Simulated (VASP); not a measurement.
# Ni (Im-3m) in VASP: single point with LDA

Aim: the single point of Ni with LDA.

Program: VASP 6.6.1. These are calculated values, not measurements. Logs are shortened: lines on timing, memory, paths and dates and some standing lists are left out, and cuts for length are marked.

### Step 1. The cell of the first run

Symmetry: Im-3m, No. 229, cubic system. The conventional cell has a = 2.767 Å, b = 2.767 Å, c = 2.767 Å, α = 90.00°, β = 90.00°, γ = 90.00°. Ni (site symmetry m-3m) has 14 Ni at 2.40 to 2.77 Å within 3.2 Å.

This isn't the form of Ni at room conditions, which is fcc.

### Step 2. Single point, LDA, collinear spin, ferromagnetic start

Input file INCAR:

```
SYSTEM = Ni
PREC = Accurate
ENCUT = 600
EDIFF = 1E-6
ISMEAR = -1
SIGMA = 0.15
LREAL = .False.
LASPH = .True.
NELM = 200
ALGO = Normal
ISIF = 2
LWAVE = .False.
LCHARG = .False.
ISPIN = 2
MAGMOM = 1.5
LORBIT = 11
LMAXMIX = 4
NBANDS = 15
GGA_COMPAT = .False.
```

Input file KPOINTS:

```
Automatic mesh
0
Gamma
  14 14 14
  0 0 0
```

Input file POSCAR:

```
Ni
1.0
   -1.3837155000      1.3837155000      1.3837155000
    1.3837155000     -1.3837155000      1.3837155000
    1.3837155000      1.3837155000     -1.3837155000
Ni
1
Direct
    0.0000000000      0.0000000000      0.0000000000
```

Potentials or basis: VASP PAW LDA potentials, release 64 (Ni).

Run with:

```
$ cat potpaw_LDA.64/Ni/POTCAR > POTCAR
$ mpirun -np 1 vasp_std > vasp.out
```

OUTCAR:

```text
SYSTEM = Ni
   PREC = Accurate
   ENCUT = 600
   EDIFF = 1E-6
   ISMEAR = -1
   LREAL = .False.
   LASPH = .True.
   NELM = 200
   ISIF = 2
   ISPIN = 2
   LORBIT = 11

 ion  position               nearest neighbor table
   1  0.000  0.000  0.000-

  LATTYP: Found a body centered cubic cell.
 ALAT       =     2.7674310000

  Lattice vectors:

 A1 = (  -1.3837155000,   1.3837155000,   1.3837155000)
 A2 = (   1.3837155000,  -1.3837155000,   1.3837155000)
 A3 = (   1.3837155000,   1.3837155000,  -1.3837155000)

Analysis of symmetry for initial positions (statically):
=====================================================================
 Subroutine PRICEL returns:
 Original cell was already a primitive cell.

 Routine SETGRP: Setting up the symmetry group for a
 body centered cubic supercell.

 Subroutine GETGRP returns: Found 48 space group operations
 (whereof 48 operations were pure point group operations)
 out of a pool of 48 trial point group operations.

The static configuration has the point symmetry O_h .

Analysis of symmetry for dynamics (positions and initial velocities):
=====================================================================
 Subroutine PRICEL returns:
 Original cell was already a primitive cell.

 Routine SETGRP: Setting up the symmetry group for a
 body centered cubic supercell.

 Subroutine GETGRP returns: Found 48 space group operations
 (whereof 48 operations were pure point group operations)
 out of a pool of 48 trial point group operations.

The dynamic configuration has the point symmetry O_h .

Analysis of structural, dynamic, and magnetic symmetry:
=====================================================================
 Subroutine PRICEL returns:
 Original cell was already a primitive cell.

 Routine SETGRP: Setting up the symmetry group for a
 body centered cubic supercell.

 Subroutine GETGRP returns: Found 48 space group operations
 (whereof 48 operations were pure point group operations)
 out of a pool of 48 trial point group operations.

The overall configuration has the point symmetry O_h .

 Subroutine INISYM returns: Found 48 space group operations
 (whereof 48 operations are pure point group operations),
 and found     1 'primitive' translations

----------------------------------------------------------------------------------------

                                     Primitive cell

  volume of cell :      10.5974

  direct lattice vectors                    reciprocal lattice vectors
    -1.383715500  1.383715500  1.383715500     0.000000000  0.361345956  0.361345956
     1.383715500 -1.383715500  1.383715500     0.361345956  0.000000000  0.361345956
     1.383715500  1.383715500 -1.383715500     0.361345956  0.361345956  0.000000000

  length of vectors
     2.396665549  2.396665549  2.396665549     0.511020352  0.511020352  0.511020352
[... 122 lines left out ...]
  free energy    TOTEN  =        -6.53320536 eV

  energy without entropy =       -6.38653401  energy(sigma->0) =       -6.45986969

 E-fermi :   9.2889     XC(G=0): -13.7671

 val. band max:        9.2682451323   @ k =  -0.4286   0.4286   0.2857
 cond. band min:       9.2894084353   @ k =  -0.4286  -0.4286   0.2143
 fundamental gap:      0.0211633029
 Fermi energy:         9.2889376679

 spin component 1

 k-point     1 :       0.0000    0.0000    0.0000
  band No.  band energies     occupation
      1       0.2579      1.00000
      2       7.1861      1.00000
      3       7.1861      1.00000
      4       7.1861      1.00000
      5       8.6009      0.98992
      6       8.6009      0.98992
      7      36.0709      0.00000
      8      36.0709      0.00000
      9      36.0709      0.00000
     10      41.1656      0.00000
     11      41.1656      0.00000
     12      42.2018      0.00000
     13      42.2018      0.00000
     14      42.2018      0.00000
[... 403 lines left out ...]
      4       8.6365      0.98726
      5       8.7987      0.96333
      6      14.7698      0.00000
      7      16.5447      0.00000
      8      18.9167      0.00000
      9      28.7331      0.00000
     10      38.4151      0.00000
     11      40.1082      0.00000
     12      46.4933      0.00000
     13      50.3513      0.00000
     14      54.1829      0.00000
     15      55.3060      0.00000

 [... further k-points ...]

 spin component 2

 k-point     1 :       0.0000    0.0000    0.0000
  band No.  band energies     occupation
      1       0.2711      1.00000
      2       7.3202      1.00000
      3       7.3202      1.00000
      4       7.3202      1.00000
      5       8.7314      0.97627
      6       8.7314      0.97627
      7      36.0707      0.00000
      8      36.0707      0.00000
      9      36.0707      0.00000
     10      41.1766      0.00000
     11      41.1766      0.00000
     12      42.2459      0.00000
     13      42.2459      0.00000
     14      42.2459      0.00000
[... 403 lines left out ...]
      4       8.7726      0.96900
      5       8.9362      0.91308
      6      14.8341      0.00000
      7      16.6081      0.00000
      8      18.9650      0.00000
      9      28.7639      0.00000
     10      38.4317      0.00000
     11      40.1225      0.00000
     12      46.5408      0.00000
     13      50.3913      0.00000
     14      54.2784      0.00000
     15      55.3256      0.00000

 [... further k-points ...]

------------------------ aborting loop because EDIFF is reached ----------------------------------------

  FORCE on cell =-STRESS in cart. coord.  units (eV):
  Direction    XX          YY          ZZ          XY          YZ          ZX
  --------------------------------------------------------------------------------------
  -------------------------------------------------------------------------------------
  Total       -0.6928385     -0.6928385     -0.6928385      0.0000000      0.0000000     -0.0000000
  in kB     -104.7471412   -104.7471412   -104.7471412      0.0000000      0.0000000     -0.0000000
  external PRESSURE =    -104.7471412 kB  Pullay stress =       0.0000000 kB

 VOLUME and BASIS-vectors are now :
 -----------------------------------------------------------------------------
  energy-cutoff  :      600.00
  volume of cell :       10.60
      direct lattice vectors                 reciprocal lattice vectors
    -1.383715500  1.383715500  1.383715500     0.000000000  0.361345956  0.361345956
     1.383715500 -1.383715500  1.383715500     0.361345956  0.000000000  0.361345956
     1.383715500  1.383715500 -1.383715500     0.361345956  0.361345956  0.000000000

 POSITION                                       TOTAL-FORCE (eV/Angst)
 -----------------------------------------------------------------------------------
      0.00000      0.00000      0.00000        -0.000000     -0.000000      0.000000
 -----------------------------------------------------------------------------------
    total drift:                               -0.000000     -0.000000     -0.000000

  FREE ENERGIE OF THE ION-ELECTRON SYSTEM (eV)
  ---------------------------------------------------
  free  energy   TOTEN  =        -6.5332053617 eV

  energy  without entropy=       -6.3865340124  energy(sigma->0) =       -6.45986969

 total charge

# of ion       s       p       d       tot
------------------------------------------
    1        0.505   0.512   8.355   9.372

 magnetization (x)

# of ion       s       p       d       tot
------------------------------------------
    1       -0.001  -0.003   0.139   0.136
```

stdout:

```text
POSCAR found type information on POSCAR Ni
 POSCAR found :  1 types and       1 ions
 scaLAPACK will be used
 LDA part: xc-table for (Slater(with rela. corr.)+CA(PZ))
 , standard interpolation
 POSCAR, INCAR and KPOINTS ok, starting setup
 FFT: planning ... GRIDC
 FFT: planning ... GRID_SOFT
 FFT: planning ... GRID
 WAVECAR not read
 entering main loop
```

Run time: 56 s. Hardware: 1 thread of AMD EPYC 7R43 (Zen 3), shared host; peak memory 0.1 GiB.

Results:

```yaml
Free_energy: -6.5332 eV
Pressure: -10.5 GPa
Net_moment: 0.14 μB per cell
Site_moments: Ni +0.14 μB
Valence_electrons_inside_the_program's_atomic_spheres: Ni 9.37
```

Levels at points of the mesh, in eV from the Fermi level:
Spin up:
| k point | band 2 | band 3 | band 4 | band 5 | band 6 | band 7 | band 8 | band 9 |
| --- | --- | --- | --- | --- | --- | --- | --- | --- |
| (0.00, 0.00, 0.00) | -2.10 | -2.10 | -2.10 | -0.69 | -0.69 | 26.78 | 26.78 | 26.78 |
| (0.50, 0.00, 0.00) | -3.08 | -0.75 | -0.52 | 0.28 | 0.29 | 6.84 | 19.37 | 20.35 |
| (0.50, 0.50, 0.50) | -4.19 | 0.05 | 0.05 | 0.05 | 9.93 | 9.93 | 9.93 | 16.11 |
Spin down:
```tsv
k point	band 1	band 2	band 3	band 4	band 5	band 6	band 7	band 8	band 9	band 10
(0.00, 0.00, 0.00)	-9.02	-1.97	-1.97	-1.97	-0.56	-0.56	26.78	26.78	26.78	31.89
(0.50, 0.00, 0.00)	-4.52	-2.96	-0.61	-0.39	0.30	0.44	6.92	19.38	20.38	24.34
(0.50, 0.50, 0.50)	-4.09	-4.09	0.20	0.20	0.20	9.95	9.95	9.95	16.16	16.16
```

Caveat: the cell stands under tension.
